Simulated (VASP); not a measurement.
Input of a VASP 6.6.1 run:

File POSCAR:

```
HfB
1.0
    0.0000000000      2.6150749482      2.6150749482
    2.6150749482      0.0000000000      2.6150749482
    2.6150749482      2.6150749482      0.0000000000
Hf B
1 1
Direct
    0.7500000000      0.7500000000      0.7500000000
    0.0000000000      0.0000000000      0.0000000000
```

INCAR.step1

```
ALGO = Normal
EDIFF = 1E-4
ENCUT = 520
GGA = PE
ISMEAR = 0
LASPH = True
LCHARG = False
LREAL = False
LWAVE = True
NBANDS = 14
NELM = 100
PREC = Accurate
SIGMA = 0.1
```

The input INCAR.step2:

```
ALGO = Normal
EDIFF = 1E-6
ENCUT = 520
ISIF = 2
ISMEAR = 0
ISTART = 1
LASPH = True
LCHARG = False
LMIXTAU = True
LREAL = False
LWAVE = False
METAGGA = R2SCAN
NBANDS = 14
NELM = 100
PREC = Accurate
SIGMA = 0.1
```

Contents of KPOINTS:

```
k-points
0
Gamma
  14 14 14
```

Potentials or basis: VASP PAW PBE potentials, release 64 (Hf_pv, B).

The run is started by

```sh
$ cat potpaw_PBE.64/Hf_pv/POTCAR potpaw_PBE.64/B/POTCAR > POTCAR
$ cp INCAR.step1 INCAR
$ mpirun -np 1 vasp_std > vasp.out
$ cp INCAR.step2 INCAR
$ mpirun -np 1 vasp_std > vasp.out
```

Question: Estimate the pressure.

Answer: -0.2 GPa.

Caveat: the PAW data sets were made with another functional, which shifts forces and pressure a little.
